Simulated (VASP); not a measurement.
**Si (a cell with a defect): single point with PBE+D3(BJ)**

Si (a cell with a defect):

```xyz
17
Lattice="0.0000 5.4300 5.4300 5.4300 0.0000 5.4300 5.4300 5.4300 0.0000" Properties=species:S:1:pos:R:3 pbc="T T T"
Si    0.0325    0.0056   -0.0045
Si    1.3532    1.3652    1.3593
Si    2.7135    2.6845   -0.0036
Si    4.0908    4.0574    1.3738
Si    2.7164    0.0036    2.6790
Si    4.0969    1.3879    4.0443
Si    5.4254    2.7244    2.7084
Si    6.7627    4.0518    4.0451
Si    0.0010    2.7163    2.7144
Si    1.3527    4.0720    4.0655
Si    2.7129    5.4353    2.7458
Si    4.0763    6.7946    4.0666
Si    2.7159    2.7540    5.4282
Si    4.0794    4.0702    6.7917
Si    5.3973    5.4333    5.4290
Si    6.7619    6.8180    6.8101
Si    8.1401    5.4397    5.4231
```

| Property | Result |
| --- | --- |
| Program | VASP 6.6.1 |
| Task | single point |
| Functional | PBE |
| Dispersion | D3(BJ) |
| Potentials or basis | VASP PAW PBE potentials, release 64 (Si) |
| Cutoff | 520 eV |
| k mesh | 2 × 2 × 2 |
| Occupations | fermi-dirac, width 0.05 eV |
| Spin | no spin polarisation |
| Dipole correction | no |
| Further INCAR settings | LREAL = Auto; ALGO = Normal; EDIFF = 1e-06; NBANDS = 48 |

```json
{
 "Pressure": "2.4 GPa",
 "Largest force": "0.029 eV/Å",
 "Band gap on the k mesh": "zero (band 34 reaches 6.92 eV, above the bottom of band 35 at 6.67 eV)",
 "Dispersion energy per atom": "-0.332 eV"
}
```

Forces in eV/Å, atoms in the order of the input:
```
Si  -0.016  0.001  0.000
Si  -0.013  0.003  0.017
Si  -0.001  0.029 -0.003
Si   0.015 -0.014  0.014
Si  -0.006  0.000  0.013
Si   0.000 -0.001  0.003
Si   0.000  0.004 -0.002
Si   0.001 -0.001 -0.003
Si  -0.001  0.003 -0.002
Si  -0.011 -0.014 -0.006
Si  -0.001  0.003 -0.021
Si   0.018  0.007 -0.011
Si  -0.005 -0.017 -0.001
Si   0.008 -0.009  0.009
Si   0.010  0.004 -0.005
Si   0.004  0.001 -0.001
Si   0.000  0.002 -0.001
```

Levels at points of the mesh, in eV from the Fermi level:
| k point | band 32 | band 33 | band 34 | band 35 | band 36 | band 37 |
| --- | --- | --- | --- | --- | --- | --- |
| (0.00, 0.00, 0.00) | -0.79 | -0.79 | -0.21 | -0.21 | -0.20 | 0.11 |
| (0.50, 0.00, 0.00) | -1.40 | -1.40 | -0.31 | 0.56 | 0.57 | 0.93 |
| (0.00, 0.50, 0.00) | -1.40 | -1.40 | -0.32 | 0.56 | 0.56 | 0.93 |
| (0.00, 0.00, 0.50) | -1.40 | -1.40 | -0.31 | 0.56 | 0.57 | 0.92 |
| (0.50, 0.50, 0.50) | -1.40 | -1.40 | -0.32 | 0.56 | 0.57 | 0.93 |
| (0.50, 0.50, 0.00) | -1.86 | -0.96 | 0.04 | 0.74 | 1.05 | 1.06 |
| (0.00, 0.50, 0.50) | -1.86 | -0.97 | 0.04 | 0.74 | 1.05 | 1.06 |
| (0.50, 0.00, 0.50) | -1.86 | -0.96 | 0.04 | 0.74 | 1.05 | 1.06 |

It took 2.1 min on 1 thread of Intel(R) Xeon(R) 6975P-C (Granite Rapids) (shared host), peak memory 0.47 GiB.

Caveat: the k points lie up to 0.50 Å⁻¹ apart.
